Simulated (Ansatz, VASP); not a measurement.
**TiCo: VASP beside Ansatz**

Contents of INCAR:

```
PREC = Accurate
ENCUT = 520
EDIFF = 1E-6
ISMEAR = -1
SIGMA = 0.05
LREAL = F
LASPH = T
NELM = 150
ALGO = Fast
ISIF = 2
LWAVE = F
LCHARG = T
ISPIN = 2
MAGMOM = 2 1
LORBIT = 11
LMAXMIX = 4
GGA = RE
LELF = T
LVHAR = T
NBANDS = 22
```

Contents of KPOINTS:

```
regular mesh
0
Gamma
  9 9 9
```

The input POSCAR:

```
TiCo
1.0
    2.9861109900      0.0000000000      0.0000000000
    0.0000000000      2.9861109900      0.0000000000
    0.0000000000      0.0000000000      2.9861109900
Co Ti
1 1
Direct
    0.5000000000      0.5000000000      0.5000000000
    0.0000000000      0.0000000000      0.0000000000
```

input.yaml

```yaml
crystal:
  lattice:
    - [2.98611099, 0.0, 0.0]
    - [0.0, 2.98611099, 0.0]
    - [0.0, 0.0, 2.98611099]
  atoms:
    - { symbol: Co, position: [0.5, 0.5, 0.5], spin: 2.0 }
    - { symbol: Ti, position: [0.0, 0.0, 0.0], spin: 1.0 }
kpoints:
  mp_grid: { grid: [9, 9, 9] }
  band_path:
    path:
      - [0.0, 0.0, 0.0]
      - [0.0, 0.5, 0.0]
      - [0.5, 0.5, 0.0]
      - [0.0, 0.0, 0.0]
      - [0.5, 0.5, 0.5]
      - [0.0, 0.5, 0.0]
    npoints: 6
scf:
  occupations: { method: fermi_dirac, width: 0.05 }
hamiltonian:
  xc: revpbe
  pseudopotentials: { kind: all_electron, lapw: { basis_error: 0.001 } }
magnetization:
  spin_polarized: true
output:
  forces: true
  stress: true
  eigenvalues: true
```

Alike in both runs: functional revPBE; k mesh 9 × 9 × 9; occupations fermi-dirac, width 0.05 eV; collinear spin.

|  | VASP | Ansatz |
| --- | --- | --- |
| version | VASP 6.6.1 | Ansatz 0.2.0 |
| potentials or method | VASP PAW PBE potentials, release 64 (Co, Ti_sv), cutoff 520 eV | all-electron LAPW, scalar-relativistic |
| task | single point | band structure |

```csv
,VASP,Ansatz,Ansatz less VASP
gap on the k mesh at the Fermi level (eV),none,none,-
pressure (GPa),2.3,2.8,+0.54
net moment per atom (μB),0.41,0.42,+0.011
size of the moment on the site where the two differ most (μB),0.92,0.97,+0.051
```

VASP's potentials were made for PBE, not for revPBE. Site moments also hang on the region over which each program counts them. A gap of «none» marks a metal or a gap that the smearing closes. Ansatz ran all-electron here, and VASP with PAW potentials.
